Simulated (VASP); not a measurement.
Wanted: the native input for a VASP 6.6.1 run.

```
Task                   : single point
Functional             : PBEsol
Potentials or basis    : VASP PAW PBE potentials, release 64 (Cd, Te)
Cutoff                 : 520 eV
k mesh                 : 6 × 6 × 6
Occupations            : gaussian, width 0.01 eV
Spin                   : no spin polarisation
Dipole correction      : no
Further INCAR settings : ALGO = Normal; EDIFF = 1e-06; NBANDS = 16
```

The structure of CdTe lies in POSCAR:

```
CdTe
1.0
    4.5889178617      0.0000000000      0.0000000000
    2.2944589308      3.9741194441      0.0000000000
    2.2944589308      1.3247064814      3.7468357442
Cd Te
1 1
Direct
    0.0000000000      0.0000000000      0.0000000000
    0.2500000000      0.2500000000      0.2500000000
```

One way to write it, as run:

INCAR

```
SYSTEM = CdTe
ALGO = Normal ; EDIFF = 1E-6
ENCUT = 520 ; GGA = PS
ISIF = 2 ; ISMEAR = 0
LASPH = .TRUE. ; LCHARG = .TRUE.
LELF = .TRUE. ; LREAL = .FALSE.
LVHAR = .TRUE. ; LWAVE = .FALSE.
NBANDS = 16 ; NELM = 100
PREC = Accurate ; SIGMA = 0.01
```

KPOINTS

```
k-points
0
G
  6 6 6
  0 0 0
```

Potentials or basis: VASP PAW PBE potentials, release 64 (Cd, Te).

Launch:

```console
$ cat potpaw_PBE.64/Cd/POTCAR potpaw_PBE.64/Te/POTCAR > POTCAR
$ mpirun -np 1 vasp_std > vasp.out
```

It gave:

```json
{
  "Pressure": "0.2 GPa",
  "Band gap on the k mesh": "0.65 eV, direct"
}
```

Caveat: the PAW data sets were made with another functional, which shifts forces and pressure a little; spin-orbit coupling is left out, which moves the levels of the heavy elements.

Run time: 13 s on 1 thread of Intel Xeon 6975P-C, with other jobs on the host, peak memory 0.21 GiB.
